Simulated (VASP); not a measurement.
# SrO (F-43m) in VASP: further runs, part 2 of 2

VASP 6.6.1. Earlier steps stand in the parts before.

## 3. Single point, PBEsol (volume scaled by 1.020)

INCAR reads:

```
SYSTEM = SrO
PREC = Accurate ; ENCUT = 520
EDIFF = 1E-6 ; ISMEAR = 0
SIGMA = 0.05 ; LREAL = .False.
LASPH = .True. ; NELM = 80
ALGO = Normal ; ISIF = 2
LWAVE = .False. ; LCHARG = .True.
GGA = PS ; LELF = .True.
LVHAR = .True. ; NBANDS = 15
```

KPOINTS reads:

```
regular mesh
0
Gamma
  10 10 10
  0 0 0
```

POSCAR reads:

```
SrO
1.0
    0.0000000000      2.7876677112      2.7876677112
    2.7876677112      0.0000000000      2.7876677112
    2.7876677112      2.7876677112      0.0000000000
Sr O
1 1
Direct
    0.0000000000      0.0000000000      0.0000000000
    0.2500000000      0.2500000000      0.2500000000
```

Potentials or basis: VASP PAW PBE potentials, release 64 (Sr_sv, O).

The run is started by

```console
cat potpaw_PBE.64/Sr_sv/POTCAR potpaw_PBE.64/O/POTCAR > POTCAR
mpirun -np 1 vasp_std > vasp.out
```

OUTCAR:

```text
SYSTEM = SrO
   PREC = Accurate
   ENCUT = 520
   EDIFF = 1E-6
   ISMEAR = 0
   LREAL = .False.
   LASPH = .True.
   NELM = 80
   ISIF = 2
   GGA = PS

 ion  position               nearest neighbor table
   1  0.000  0.000  0.000-   2 2.41   2 2.41   2 2.41   2 2.41
   2  0.250  0.250  0.250-   1 2.41   1 2.41   1 2.41   1 2.41

  LATTYP: Found a face centered cubic cell.
 ALAT       =     5.5753354224

  Lattice vectors:

 A1 = (   0.0000000000,   2.7876677112,   2.7876677112)
 A2 = (   2.7876677112,   0.0000000000,   2.7876677112)
 A3 = (   2.7876677112,   2.7876677112,   0.0000000000)

Analysis of symmetry for initial positions (statically):
=====================================================================
 Subroutine PRICEL returns:
 Original cell was already a primitive cell.

 Routine SETGRP: Setting up the symmetry group for a
 face centered cubic supercell.

 Subroutine GETGRP returns: Found 24 space group operations
 (whereof 24 operations were pure point group operations)
 out of a pool of 48 trial point group operations.

The static configuration has the point symmetry T_d .

Analysis of symmetry for dynamics (positions and initial velocities):
=====================================================================
 Subroutine PRICEL returns:
 Original cell was already a primitive cell.

 Routine SETGRP: Setting up the symmetry group for a
 face centered cubic supercell.

 Subroutine GETGRP returns: Found 24 space group operations
 (whereof 24 operations were pure point group operations)
 out of a pool of 48 trial point group operations.

The dynamic configuration has the point symmetry T_d .

 Subroutine INISYM returns: Found 24 space group operations
 (whereof 24 operations are pure point group operations),
 and found     1 'primitive' translations

----------------------------------------------------------------------------------------

                                     Primitive cell

  volume of cell :      43.3264

  direct lattice vectors                    reciprocal lattice vectors
     0.000000000  2.787667711  2.787667711    -0.179361406  0.179361406  0.179361406
     2.787667711  0.000000000  2.787667711     0.179361406 -0.179361406  0.179361406
     2.787667711  2.787667711  0.000000000     0.179361406  0.179361406 -0.179361406

  length of vectors
     3.942357485  3.942357485  3.942357485     0.310663068  0.310663068  0.310663068

  position of ions in fractional coordinates (direct lattice)
     0.000000000  0.000000000  0.000000000
     0.250000000  0.250000000  0.250000000

  ion indices of the primitive-cell ions
   primitive index   ion index
                 1           1
                 2           2

----------------------------------------------------------------------------------------

 KPOINTS: regular mesh

Automatic generation of k-mesh.
 Grid dimensions read from file:
 generate k-points for:   10   10   10

 Generating k-lattice:

  Cartesian coordinates                     Fractional coordinates (reciprocal lattice)
    -0.017936141  0.017936141  0.017936141     0.100000000  0.000000000  0.000000000
     0.017936141 -0.017936141  0.017936141     0.000000000  0.100000000  0.000000000
[... 41 lines left out ...]
   number of dos      NEDOS =    301   number of ions     NIONS =      2
   total plane-waves  NPLWV =  27000
   dimension x,y,z NGX =    30 NGY =   30 NGZ =   30
   dimension x,y,z NGXF=    60 NGYF=   60 NGZF=   60
   ions per type =               1   1
   NGX,Y,Z   is equivalent  to a cutoff of  12.65, 12.65, 12.65 a.u.
   NGXF,Y,Z  is equivalent  to a cutoff of  25.30, 25.30, 25.30 a.u.
 SYSTEM =  SrO
   PREC   = accura    normal or accurate (medium, high low for compatibility)
   ISTART =      0    job   : 0-new  1-cont  2-samecut
   ICHARG =      2    charge: 1-file 2-atom 10-const
   ISPIN  =      1    spin polarized calculation?
   LNONCOLLINEAR =      F non collinear calculations
   LSORBIT =      F    spin-orbit coupling
   LASPH  =      T    aspherical Exc in radial PAW
   ENCUT  =  520.0 eV  38.22 Ry    6.18 a.u.   7.33  7.33  7.33*2*pi/ulx,y,z
   NELM   =     80;   NELMIN=  2; NELMDL= -5     # of ELM steps
   EDIFF  = 0.1E-05   stopping-criterion for ELM
   LREAL  =      F    real-space projection
   EDIFFG = 0.1E-04   stopping-criterion for IOM
   NSW    =      0    number of steps for IOM
   IBRION =     -1    ionic relax: 0-MD 1-quasi-New 2-CG
   NFREE  =      0    steps in history (QN), initial steepest desc. (CG)
   ISIF   =      2    stress and relaxation
   ISYM   =      2    0-nonsym 1-usesym 2-fastsym
   POTIM  = 0.5000    time-step for ionic-motion
   TEBEG  =    0.0;   TEEND  =   0.0 temperature during run
   PSTRESS=    0.0 pullay stress
   NELECT =      16.0000    total number of electrons
   NUPDOWN=      -1.0000    fix difference up-down
   EMIN   =  10.00;   EMAX   =-10.00  energy-range for DOS
   EFERMI =   0.00;   METHOD = LEGACY
   ISMEAR =     0;   SIGMA  =   0.05  broadening in eV -4-tet -1-fermi 0-gaus
   EFERMI_NEDOS =   21; number of points for ismear=-14 and -15
   IALGO  =     38    algorithm
   IMIX   =      4    mixing-type and parameters
     AMIX     =   0.40;   BMIX     =  1.00
     AMIX_MAG =   1.60;   BMIX_MAG =  1.00
  volume/ion in A,a.u.               =      21.66       146.19
  Fermi-wavevector in a.u.,A,eV,Ry     =   1.174529  2.219538 18.769494  1.379519
  Thomas-Fermi vector in A             =   2.310925
   LORBIT       =      0    0 simple, 1 ext, 2 COOP (PROOUT), +10 PAW based schemes
   GGA     = PS    functional components
   LHFCALC =     F    Hartree Fock is set to
   AEXX    =    0.0000 exact exchange contribution
   IVDW    =     0    specifies the selected vdW correction
   LEPSILON=     F    determine dielectric tensor
   LRPA    =     F    only Hartree local field effects (RPA)
 non-spin polarized calculation
 Gauss-broadening in eV      SIGMA  =   0.05
  energy-cutoff  :      520.00
  volume of cell :       43.33
 maximum number of plane-waves:      1211
 NGX is ok and might be reduce to    30
   NGX = 15   NGY = 15   NGZ = 15

 number of electron      16.0000000 magnetization

 Free energy of the ion-electron system (eV)
  ---------------------------------------------------
  ext. energy  EPLUGINS =         0.00000000
  ---------------------------------------------------
  free energy    TOTEN  =       -12.27060503 eV

  energy without entropy =      -12.27060503  energy(sigma->0) =      -12.27060503

 E-fermi :   0.4478     XC(G=0):  -8.8744

 val. band max:        0.1461556977   @ k =  -0.3000   0.5000   0.2000
 cond. band min:       2.5569413215   @ k =   0.0000   0.0000   0.0000
 fundamental gap:      2.4107856238
 Fermi energy:         0.4477618890

 k-point     1 :       0.0000    0.0000    0.0000
  band No.  band energies     occupation
      1     -31.9208      2.00000
      2     -14.5428      2.00000
      3     -13.8278      2.00000
      4     -13.8278      2.00000
      5     -13.8278      2.00000
      6      -0.7229      2.00000
      7      -0.7229      2.00000
      8      -0.7229      2.00000
      9       2.5569      0.00000
     10       8.2060      0.00000
     11       8.2060      0.00000
     12       9.5462      0.00000
     13       9.5462      0.00000
     14       9.5462      0.00000
[... 401 lines left out ...]
      2     -15.8567      2.00000
      3     -14.0407      2.00000
      4     -14.0097      2.00000
      5     -12.5883      2.00000
      6      -1.2244      2.00000
      7      -0.0888      2.00000
      8      -0.0785      2.00000
      9       4.9271      0.00000
     10       5.7934      0.00000
     11       9.1558      0.00000
     12       9.5818      0.00000
     13      10.2518      0.00000
     14      10.4444      0.00000
     15      13.4263      0.00000

 [... further k-points ...]

------------------------ aborting loop because EDIFF is reached ----------------------------------------

  FORCE on cell =-STRESS in cart. coord.  units (eV):
  Direction    XX          YY          ZZ          XY          YZ          ZX
  --------------------------------------------------------------------------------------
  -------------------------------------------------------------------------------------
  Total       -0.2048170     -0.2048170     -0.2048170     -0.0000000     -0.0000000      0.0000000
  in kB       -7.5739692     -7.5739692     -7.5739692     -0.0000000     -0.0000000      0.0000000
  external PRESSURE =      -7.5739692 kB  Pullay stress =       0.0000000 kB

 VOLUME and BASIS-vectors are now :
 -----------------------------------------------------------------------------
  energy-cutoff  :      520.00
  volume of cell :       43.33
      direct lattice vectors                 reciprocal lattice vectors
     0.000000000  2.787667711  2.787667711    -0.179361406  0.179361406  0.179361406
     2.787667711  0.000000000  2.787667711     0.179361406 -0.179361406  0.179361406
     2.787667711  2.787667711  0.000000000     0.179361406  0.179361406 -0.179361406

 POSITION                                       TOTAL-FORCE (eV/Angst)
 -----------------------------------------------------------------------------------
      0.00000      0.00000      0.00000         0.000000     -0.000000     -0.000000
      1.39383      1.39383      1.39383        -0.000000      0.000000      0.000000
 -----------------------------------------------------------------------------------
    total drift:                               -0.000000     -0.000000     -0.000000

  FREE ENERGIE OF THE ION-ELECTRON SYSTEM (eV)
  ---------------------------------------------------
  free  energy   TOTEN  =       -12.2706050255 eV

  energy  without entropy=      -12.2706050255  energy(sigma->0) =      -12.27060503
```

stdout:

```text
POSCAR found type information on POSCAR SrO
 POSCAR found :  2 types and       2 ions
 scaLAPACK will be used
 -----------------------------------------------------------------------------
|                                                                             |
|                                                                             |
|     You enforced a specific xc type in the INCAR file but a different       |
|     I HOPE YOU KNOW WHAT YOU ARE DOING!                                     |
|                                                                             |
 -----------------------------------------------------------------------------

 LDA part: xc-table for (Slater+PW92), standard interpolation
 POSCAR, INCAR and KPOINTS ok, starting setup
 FFT: planning ... GRIDC
 FFT: planning ... GRID_SOFT
 FFT: planning ... GRID
 WAVECAR not read
 entering main loop
```

Run time: 50 s. Hardware: 1 thread of AMD EPYC 7R43 (Zen 3), shared host; peak memory 0.15 GiB.

Results:

| Item | Value |
| --- | --- |
| Free energy | -12.2706 eV |
| Pressure | -0.8 GPa |
| Band gap on the k mesh | 2.41 eV, indirect (least direct gap 3.28 eV) |

Levels at points of the mesh, in eV from the valence-band top:
```csv
k point,band 5,band 6,band 7,band 8,band 9,band 10,band 11,band 12
"(0.00, 0.00, 0.00)",-13.97,-0.87,-0.87,-0.87,2.41,8.06,8.06,9.40
"(0.50, 0.00, 0.00)",-12.93,-0.74,-0.55,-0.55,5.21,7.04,7.60,7.60
"(0.50, 0.50, 0.00)",-12.59,-1.47,-0.01,-0.01,4.49,5.68,9.69,9.99
```

Caveat: the PAW data sets were made with another functional, which shifts forces and pressure a little.
